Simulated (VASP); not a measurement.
Write the native input for VASP 6.6.1 that does the following.

| Property | Result |
| --- | --- |
| Task | single point |
| Functional | r2SCAN |
| Potentials or basis | VASP PAW PBE potentials, release 64 (Mg_sv, B) |
| Cutoff | 660 eV |
| k mesh | 12 × 12 × 8 |
| Occupations | fermi-dirac, width 0.1 eV |
| Spin | no spin polarisation |
| Dipole correction | no |
| Further INCAR settings | ALGO = Normal; EDIFF = 1e-06; NBANDS = 15 |

The system is MgB2.

```xyz
3
Lattice="3.0701 0.0000 0.0000 -1.5351 2.6588 0.0000 0.0000 0.0000 3.5072" Properties=species:S:1:pos:R:3 pbc="T T T"
Mg    0.0000    0.0000    0.0000
B     0.0000    1.7725    1.7536
B     1.5351    0.8863    1.7536
```

These files were run (other wordings do the same):

POSCAR

```
MgB2
1.0
    3.0701338869      0.0000000000      0.0000000000
   -1.5350669435      2.6588139391      0.0000000000
    0.0000000000      0.0000000000      3.5072212990
Mg B
1 2
Direct
    0.0000000000      0.0000000000      0.0000000000
    0.3333333333      0.6666666667      0.5000000000
    0.6666666667      0.3333333333      0.5000000000
```

INCAR.step1

```
SYSTEM = MgB2
PREC = Accurate
ENCUT = 660
ISMEAR = -1
SIGMA = 0.1
LREAL = .FALSE.
LASPH = .TRUE.
NELM = 120
NBANDS = 15
GGA = PE
ALGO = Normal
EDIFF = 1E-5
LWAVE = .TRUE.
LCHARG = .FALSE.
GGA_COMPAT = .FALSE.
```

INCAR.step2

```
SYSTEM = MgB2
PREC = Accurate
ENCUT = 660
EDIFF = 1E-6
ISMEAR = -1
SIGMA = 0.1
LREAL = .FALSE.
LASPH = .TRUE.
NELM = 120
ALGO = Normal
ISIF = 2
LWAVE = .FALSE.
LCHARG = .FALSE.
METAGGA = R2SCAN
LMIXTAU = .TRUE.
NBANDS = 15
ISTART = 1
GGA_COMPAT = .FALSE.
```

KPOINTS

```
regular mesh
0
G
  12 12 8
  0 0 0
```

Potentials or basis: VASP PAW PBE potentials, release 64 (Mg_sv, B).

Command:

```bash
$ cat potpaw_PBE.64/Mg_sv/POTCAR potpaw_PBE.64/B/POTCAR > POTCAR
$ cp INCAR.step1 INCAR
$ mpirun -np 1 vasp_std > vasp.out
$ cp INCAR.step2 INCAR
$ mpirun -np 1 vasp_std > vasp.out
```

Results of the run:

| Property | Result |
| --- | --- |
| Pressure | -0.1 GPa |
| Band gap on the k mesh | zero (bands 8 and 9 overlap by 4.01 eV) |

Caveat: the PAW data sets were made with another functional, which shifts forces and pressure a little.

Run time: 4.8 min on 1 thread of Intel(R) Xeon(R) Platinum 8375C CPU @ 2.90GHz (Ice Lake), with other jobs on the host, peak memory 0.2 GiB.
